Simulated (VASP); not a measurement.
# KI (Fm-3m) in VASP: vibrations by perturbation theory with PBEsol

Aim: the vibrations by perturbation theory of KI with PBEsol.

Everything below comes from runs of VASP 6.6.1. Logs are shortened: lines on timing, memory, paths and dates and some standing lists are left out, and cuts for length are marked.

### Step 1. The cell of the first run

The structure is cubic, space group Fm-3m (No. 225). Conventional cell: a = 7.009 Å, b = 7.009 Å, c = 7.009 Å, α = 90.00°, β = 90.00°, γ = 90.00°. Within 4.6 Å of K (site symmetry m-3m) lie 6 I at 3.50 Å. Within 4.6 Å of I (site symmetry m-3m) lie 6 K at 3.50 Å.

### Step 2. Vibrations by perturbation theory, PBEsol

INCAR reads:

```
  ALGO = Normal
  EDIFF = 1E-8
  ENCUT = 500
  GGA = PS
  GGA_COMPAT = False
  IBRION = 8
  ISIF = 2
  ISMEAR = 0
  LASPH = True
  LCHARG = False
  LEPSILON = True
  LREAL = False
  LWAVE = False
  NELM = 120
  NSW = 1
  PREC = Accurate
  SIGMA = 0.01
```

KPOINTS reads:

```
k-points
0
Gamma
  6 6 6
```

POSCAR reads:

```
KI
1.0
    0.0000000000      3.5044117579      3.5044117579
    3.5044117579      0.0000000000      3.5044117579
    3.5044117579      3.5044117579      0.0000000000
K I
1 1
Direct
    0.0000000000      0.0000000000      0.0000000000
    0.5000000000      0.5000000000      0.5000000000
```

Potentials or basis: VASP PAW PBE potentials, release 64 (K_sv, I).

Run with:

```bash
$ cat potpaw_PBE.64/K_sv/POTCAR potpaw_PBE.64/I/POTCAR > POTCAR
$ mpirun -np 1 vasp_std > vasp.out
```

OUTCAR:

```text
EDIFF = 1E-8
   ENCUT = 500
   GGA = PS
   IBRION = 8
   ISIF = 2
   ISMEAR = 0
   LASPH = True
   LEPSILON = True
   LREAL = False
   NELM = 120
   NSW = 1
   PREC = Accurate

 ion  position               nearest neighbor table
   1  0.000  0.000  0.000-   2 3.50   2 3.50   2 3.50   2 3.50   2 3.50   2 3.50
   2  0.500  0.500  0.500-   1 3.50   1 3.50   1 3.50   1 3.50   1 3.50   1 3.50

  LATTYP: Found a face centered cubic cell.
 ALAT       =     7.0088235158

  Lattice vectors:

 A1 = (   0.0000000000,   3.5044117579,   3.5044117579)
 A2 = (   3.5044117579,   0.0000000000,   3.5044117579)
 A3 = (   3.5044117579,   3.5044117579,   0.0000000000)

Analysis of symmetry for initial positions (statically):
=====================================================================
 Subroutine PRICEL returns:
 Original cell was already a primitive cell.

 Routine SETGRP: Setting up the symmetry group for a
 face centered cubic supercell.

 Subroutine GETGRP returns: Found 48 space group operations
 (whereof 48 operations were pure point group operations)
 out of a pool of 48 trial point group operations.

The static configuration has the point symmetry O_h .

Analysis of symmetry for dynamics (positions and initial velocities):
=====================================================================
 Subroutine PRICEL returns:
 Original cell was already a primitive cell.

 Routine SETGRP: Setting up the symmetry group for a
 face centered cubic supercell.

 Subroutine GETGRP returns: Found 48 space group operations
 (whereof 48 operations were pure point group operations)
 out of a pool of 48 trial point group operations.

The dynamic configuration has the point symmetry O_h .

 Subroutine INISYM returns: Found 48 space group operations
 (whereof 48 operations are pure point group operations),
 and found     1 'primitive' translations

----------------------------------------------------------------------------------------

                                     Primitive cell

  volume of cell :      86.0747

  direct lattice vectors                    reciprocal lattice vectors
     0.000000000  3.504411758  3.504411758    -0.142677298  0.142677298  0.142677298
     3.504411758  0.000000000  3.504411758     0.142677298 -0.142677298  0.142677298
     3.504411758  3.504411758  0.000000000     0.142677298  0.142677298 -0.142677298

  length of vectors
     4.955986636  4.955986636  4.955986636     0.247124329  0.247124329  0.247124329

  position of ions in fractional coordinates (direct lattice)
     0.000000000  0.000000000  0.000000000
     0.500000000  0.500000000  0.500000000

  ion indices of the primitive-cell ions
   primitive index   ion index
                 1           1
                 2           2

----------------------------------------------------------------------------------------

 KPOINTS: k-points

Automatic generation of k-mesh.
 Grid dimensions read from file:
 generate k-points for:    6    6    6

 Generating k-lattice:

  Cartesian coordinates                     Fractional coordinates (reciprocal lattice)
    -0.023779550  0.023779550  0.023779550     0.166666667  0.000000000  0.000000000
     0.023779550 -0.023779550  0.023779550     0.000000000  0.166666667  0.000000000
[... 377 lines left out ...]
  ---------------------------------------------------
  free energy    TOTEN  =        -0.53676026 eV

  energy without entropy =       -0.53676026

------------------------ aborting loop because EDIFF is reached ----------------------------------------

--------------------------------------- Ionic step        2  -------------------------------------------

------------------------ aborting loop because EDIFF is reached ----------------------------------------

--------------------------------------- Ionic step        3  -------------------------------------------

------------------------ aborting loop because EDIFF is reached ----------------------------------------

 PIEZOELECTRIC TENSOR FIELD DIRECTION 3  (e Angst)
 -----------------------------------------------------------------------------
    -0.00018  0.00000 -0.00000           (  0.00001  0.00000 -0.00000)
     0.00000 -0.00018 -0.00000           (  0.00000  0.00001  0.00000)
    -0.00000  0.00000 -0.00130           ( -0.00000  0.00000  0.00001)

 PIEZOELECTRIC TENSOR FIELD DIRECTION 3  (C/m^2)
 -----------------------------------------------------------------------------
    -0.00003  0.00000 -0.00000
     0.00000 -0.00003 -0.00000
    -0.00000  0.00000 -0.00024

--------------------------------------- Ionic step        4  -------------------------------------------

------------------------ aborting loop because EDIFF is reached ----------------------------------------

[... ionic steps 5 to 6 ...]

--------------------------------------- Ionic step        7  -------------------------------------------

 Free energy of the ion-electron system (eV)
  ---------------------------------------------------
  ---------------------------------------------------
  free energy    TOTEN  =        -0.08653846 eV

  energy without entropy =       -0.08653846

------------------------ aborting loop because EDIFF is reached ----------------------------------------

 INTERNAL STRAIN TENSOR  FOR ION    2  DIRECTION 1   (eV/Angst):
 -----------------------------------------------------------------------------
     0.00291 -0.00000  0.00000
     0.00000  0.00068 -0.00000
     0.00000 -0.00000  0.00068

 MACROSCOPIC STATIC DIELECTRIC TENSOR (including local field effects in DFT)
 ------------------------------------------------------
           2.954384    -0.000000     0.000000
          -0.000000     2.954384     0.000000
          -0.000000    -0.000000     2.954384
 ------------------------------------------------------

 PIEZOELECTRIC TENSOR (including local field effects)  for field in x, y, z        (e  Angst)
          XX          YY          ZZ          XY          YZ          ZX
  --------------------------------------------------------------------------------
  x     0.00000     0.00000     0.00000     0.00000     0.00000     0.00000
  y     0.00000     0.00000     0.00000     0.00000     0.00000     0.00000
  z     0.00000     0.00000     0.00000     0.00000     0.00000     0.00000

 PIEZOELECTRIC TENSOR (including local field effects)  for field in x, y, z        (C/m^2)
          XX          YY          ZZ          XY          YZ          ZX
  --------------------------------------------------------------------------------
  x     0.00000     0.00000     0.00000     0.00000     0.00000     0.00000
  y     0.00000     0.00000     0.00000     0.00000     0.00000     0.00000
  z     0.00000     0.00000     0.00000     0.00000     0.00000     0.00000

 BORN EFFECTIVE CHARGES (including local field effects) (in |e|, cummulative output)
 ---------------------------------------------------------------------------------
 ion    1
    1     1.13479     0.00000     0.00000
    2     0.00000     1.13479     0.00000
    3     0.00000     0.00000     1.13479
 ion    2
    1    -1.13479     0.00000     0.00000
    2     0.00000    -1.13479     0.00000
    3     0.00000     0.00000    -1.13479

 INTERNAL STRAIN TENSOR FOR ION    2 for displacements in x,y,z  (eV/Angst):
          X           Y           Z          XY          YZ          ZX
  --------------------------------------------------------------------------------
  x     0.00000     0.00000     0.00000     0.00000     0.00000     0.00000
  y     0.00000     0.00000     0.00000     0.00000     0.00000     0.00000
  z     0.00000     0.00000     0.00000     0.00000     0.00000     0.00000

 SECOND DERIVATIVES (NOT SYMMETRIZED)
 ------------------------------------
               1X          1Y          1Z          2X          2Y          2Z
  1X    -1.087660    0.000000    0.000000    1.087660    0.000000    0.000000
  1Y     0.000000   -1.087660    0.000000    0.000000    1.087660    0.000000
  1Z     0.000000    0.000000   -1.087660    0.000000    0.000000    1.087660
  2X     1.085793    0.000000    0.000000   -1.085793    0.000000    0.000000
  2Y     0.000000    1.085793    0.000000    0.000000   -1.085793    0.000000
  2Z     0.000000    0.000000    1.085793    0.000000    0.000000   -1.085793

 Eigenvectors and eigenvalues of the dynamical matrix
 ----------------------------------------------------

   1 f  =    2.981613 THz    18.734025 2PiTHz   99.455891 cm-1    12.330953 meV
             X         Y         Z           dx          dy          dz
      0.000000  0.000000  0.000000     0.000000    0.874518    0.000000
      3.504412  3.504412  3.504412     0.000000   -0.484993    0.000000
[... 21 lines left out ...]
   6 f/i=    0.001086 THz     0.006825 2PiTHz    0.036235 cm-1     0.004493 meV
             X         Y         Z           dx          dy          dz
      0.000000  0.000000  0.000000     0.000000    0.000000   -0.484993
      3.504412  3.504412  3.504412     0.000000    0.000000   -0.874518

--------------------------------------------------------------------------------------------------------

 MACROSCOPIC STATIC DIELECTRIC TENSOR IONIC CONTRIBUTION
 ------------------------------------------------------
           2.491171     0.000000     0.000000
           0.000000     2.491171     0.000000
           0.000000     0.000000     2.491171
 ------------------------------------------------------

 ELASTIC MODULI CONTR FROM IONIC RELAXATION (kBar)
 Direction    XX          YY          ZZ          XY          YZ          ZX
 --------------------------------------------------------------------------------
 XX           0.0000      0.0000      0.0000      0.0000      0.0000      0.0000
 YY           0.0000      0.0000      0.0000      0.0000      0.0000      0.0000
 ZZ           0.0000      0.0000      0.0000      0.0000      0.0000      0.0000
 XY           0.0000      0.0000      0.0000      0.0000      0.0000      0.0000
 YZ           0.0000      0.0000      0.0000      0.0000      0.0000      0.0000
 ZX           0.0000      0.0000      0.0000      0.0000      0.0000      0.0000
 --------------------------------------------------------------------------------

 PIEZOELECTRIC TENSOR IONIC CONTR  for field in x, y, z        (C/m^2)
          XX          YY          ZZ          XY          YZ          ZX
  --------------------------------------------------------------------------------
  x     0.00000     0.00000     0.00000     0.00000     0.00000     0.00000
  y     0.00000     0.00000     0.00000     0.00000     0.00000     0.00000
  z     0.00000     0.00000     0.00000     0.00000     0.00000     0.00000
```

Run time: 5.7 min. Hardware: 1 thread of Intel Xeon Platinum 8488C (Sapphire Rapids), shared host; peak memory 0.29 GiB.

What came out:

```yaml
Electronic_dielectric_tensor_diagonal: 2.95
Born_charges_mean_of_the_diagonal: K +1.13; I -1.13 e
Highest_phonon_frequency_at_Γ_LO-TO_splitting_left_out: 99 cm⁻¹
```

Phonon frequencies in cm⁻¹ (negative: imaginary):
| q point | frequencies |
| --- | --- |
| (0.000, 0.000, 0.000) | 0 0 0 99 99 99 |

Electronic dielectric tensor:
```
2.95 0.00 0.00
0.00 2.95 0.00
0.00 0.00 2.95
```

Born effective charge tensors (e):
atom 1, K
```
1.13 0.00 0.00
0.00 1.13 0.00
0.00 0.00 1.13
```
atom 2, I
```
-1.13  0.00  0.00
 0.00 -1.13  0.00
 0.00  0.00 -1.13
```

Caveat: spin-orbit coupling is left out, which moves the levels of the heavy elements.
